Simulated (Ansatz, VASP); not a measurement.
InP in VASP and in Ansatz

```
In P
1.0
     0.00000    2.88781    2.88781
     2.88781    0.00000    2.88781
     2.88781    2.88781    0.00000
In P
1 1
Direct
  0.00000 0.00000 0.00000
  0.25000 0.25000 0.25000
```

Alike in both runs: task single point; functional PBE; k mesh 10 × 10 × 10; occupations gaussian, width 0.02 eV; no spin polarisation.

|  | VASP | Ansatz |
| --- | --- | --- |
| version | VASP 6.6.1 | Ansatz 0.2.0 |
| potentials or method | VASP PAW PBE potentials, release 64 (In_d, P), cutoff 520 eV | scalar-relativistic, plane waves, PAW |
| valence electrons in the cell | 18 | 18 |

```tsv
	VASP	Ansatz	Ansatz less VASP
gap on the k mesh at the Fermi level (eV)	0.95	0.95	+0.003
least direct gap on the mesh (eV)	0.95	0.95	+0.003
pressure (GPa)	6.9	7.0	+0.07
```

With one functional, cell and mesh, what is left measures potentials, basis and numerics.
